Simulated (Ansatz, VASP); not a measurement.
# One calculation of AlGa2Sb3, two programs

```
Al Ga Sb
1.0
     3.67483    0.00000    0.00000
     0.00000    3.67483    0.00000
     0.00000    0.00000    7.24098
Al Ga Sb
1 2 3
Direct
  0.00000 0.00000 0.04643
  0.50000 0.00000 0.05517
  0.00000 0.50000 0.05517
  0.50000 0.50000 0.95491
  0.50000 0.50000 0.74257
  0.00000 0.00000 0.60659
```

Alike in both runs: task single point; functional PBE; k mesh 6 × 6 × 4; occupations gaussian, width 0.1 eV; no spin polarisation.

|  | VASP | Ansatz |
| --- | --- | --- |
| version | VASP 6.6.1 | Ansatz 0.2.0 |
| potentials or method | VASP PAW PBE potentials, release 64 (Al, Ga_d, Sb), cutoff 520 eV | scalar-relativistic, plane waves, PAW |
| valence electrons in the cell | 44 | 74 |

Ansatz gave:

- gap on the k mesh at the Fermi level (eV): none
- rms of the force components (eV/Å): 38.668

Task: What did VASP give for the same quantities?

Result: gap on the k mesh at the Fermi level (eV): none; rms of the force components (eV/Å): 32.092.

Atom by atom the forces differ by 6.699 eV/Å (rms over components). A gap of «none» marks a metal or a gap that the smearing closes. VASP's potentials hold 44 valence electrons a cell and Ansatz's 74, so a difference there can come from the potentials and not from the codes.

Neither program's run includes spin-orbit coupling.
